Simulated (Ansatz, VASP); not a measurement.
## One calculation of Sr, two programs

```
Sr
1.0
     3.97394    0.00000    0.00000
    -1.98697    3.44153    0.00000
     0.00000    0.00000    3.70016
Sr
1
Direct
  0.00000 0.00000 0.00000
```

Change from the starting cell: volume scaled by 0.92, LAPW.

Alike in both runs: task single point; functional PBE; k mesh 11 × 11 × 10; occupations fermi-dirac, width 0.05 eV; no spin polarisation.

|  | VASP | Ansatz |
| --- | --- | --- |
| version | VASP 6.6.1 | Ansatz 0.2.0 |
| potentials or method | VASP PAW PBE potentials, release 64 (Sr_sv), cutoff 520 eV | all-electron LAPW, scalar-relativistic |

```tsv
	VASP	Ansatz	Ansatz less VASP
pressure (GPa)	0.9	0.9	-0.01
```

Ansatz ran all-electron here, and VASP with PAW potentials.
